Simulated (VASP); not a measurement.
BN (hexagonal boron nitride): relaxation of cell and atoms with LDA

Crystal: BN (hexagonal boron nitride).

```
B N
1.0
     2.50400    0.00000    0.00000
    -1.25200    2.16853    0.00000
     0.00000    0.00000    6.66100
B N
2 2
Direct
  0.33333 0.66667 0.25000
  0.66667 0.33333 0.75000
  0.66667 0.33333 0.25000
  0.33333 0.66667 0.75000
```

```yaml
Program: VASP 6.6.1
Task: relaxation of cell and atoms
Functional: LDA
Potentials_or_basis: VASP PAW LDA potentials, release 64 (B, N)
Cutoff: 600 eV
k_mesh: 12 × 12 × 4
Occupations: gaussian, width 0.01 eV
Spin: no spin polarisation
Dipole_correction: no
Further_INCAR_settings: ALGO = Normal; EDIFF = 1e-06; IBRION = 2; EDIFFG = -0.002; NSW = 80; ISIF = 3
```

The relaxed volume is 8.63 Å³/atom and the relaxed cell is a = 2.490 Å, b = 2.490 Å, c = 6.430 Å, α = 90.00°, β = 90.00°, γ = 120.00°. The space group after relaxing (to 0.05 Å) is P6_3/mmc (No. 194). The energy gained by relaxing is 2.8 meV/atom, the ionic steps are 12 and the pressure after relaxing is 0.0 GPa. The band gap on the k mesh is 4.03 eV, indirect (least direct gap 4.43 eV).

The path:
```tsv
step	energy change (eV)	largest force (eV/Å)	pressure (GPa)	volume (Å³)
1	0.0000	0.0000	-4.31	36.17
2	0.0222	0.0000	8.25	34.91
3	-0.0078	0.0000	-0.29	35.74
4	-0.0078	0.0000	-0.20	35.73
5	-0.0082	0.0000	-0.17	35.66
6	-0.0092	0.0000	-0.15	35.45
7	-0.0106	0.0000	-0.07	35.02
8	-0.0109	0.0000	0.18	34.18
9	-0.0113	0.0000	0.05	34.56
10	-0.0113	0.0000	0.07	34.52
11	-0.0111	0.0000	-0.64	34.59
12	-0.0113	0.0000	0.00	34.53
```

Final structure:
```cif
data_structure
_symmetry_space_group_name_H-M 'P 1'
_symmetry_Int_Tables_number 1
_cell_length_a 2.4902
_cell_length_b 2.4902
_cell_length_c 6.4300
_cell_angle_alpha 90.000
_cell_angle_beta 90.000
_cell_angle_gamma 120.000
_cell_volume 34.53
loop_
_atom_site_label
_atom_site_type_symbol
_atom_site_fract_x
_atom_site_fract_y
_atom_site_fract_z
_atom_site_occupancy
B1 B 0.33333 0.66667 0.25000 1
B2 B 0.66667 0.33333 0.75000 1
N1 N 0.66667 0.33333 0.25000 1
N2 N 0.33333 0.66667 0.75000 1
```

Levels at points of the mesh, in eV from the valence-band top:
```tsv
k point	band 4	band 5	band 6	band 7	band 8	band 9	band 10	band 11	band 12
(0.00, 0.00, 0.00)	-4.03	-1.35	-1.35	-1.30	-1.30	5.14	10.47	11.52	11.52
(0.50, 0.00, 0.00)	-8.89	-4.22	-4.13	-1.64	-0.40	4.03	5.68	9.63	10.06
(0.00, 0.00, 0.50)	-5.47	-1.33	-1.33	-1.33	-1.33	7.76	7.76	11.60	11.60
(0.50, 0.00, 0.50)	-8.94	-4.18	-4.18	-0.99	-0.99	4.55	4.55	10.07	10.07
```

It took 4.3 min on 1 thread of Intel Xeon 8259CL (shared host), peak memory 0.15 GiB.

A k mesh can miss the band edges.
